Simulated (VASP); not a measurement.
A run of VASP 6.6.1:

The input INCAR:

```
SYSTEM = BiTe
PREC = Accurate
ENCUT = 520
EDIFF = 1E-6
ISMEAR = 0
SIGMA = 0.15
LREAL = .FALSE.
LASPH = .TRUE.
NELM = 100
ALGO = Normal
ISIF = 2
LWAVE = .FALSE.
LCHARG = .FALSE.
GGA = PS
NBANDS = 18
```

KPOINTS

```
regular mesh
0
G
  12 12 12
  0 0 0
```

File POSCAR:

```
BiTe
1.0
    2.4849069970      1.3987509848      3.3627177252
   -2.3605085487      1.3987509848      3.2718661838
    0.0621992241     -2.7975019696      3.3172919545
Bi Te
1 1
Direct
    0.5000000000      0.5000000000      0.5000000000
    0.0000000000      0.0000000000      0.0000000000
```

Potentials or basis: VASP PAW PBE potentials, release 64 (Bi_d, Te).

Launch:

```bash
$ cat potpaw_PBE.64/Bi_d/POTCAR potpaw_PBE.64/Te/POTCAR > POTCAR
$ mpirun -np 1 vasp_std > vasp.out
```

Hardware: 1 thread of AMD EPYC 7R13 Processor (Zen 3) (shared host).

Task: Estimate the wall time of this run.

Result: Run time: 11 min on 1 thread of AMD EPYC 7R13 Processor (Zen 3), with other jobs on the host, peak memory 1 GiB. Counts: scf iterations 12, k points 868.
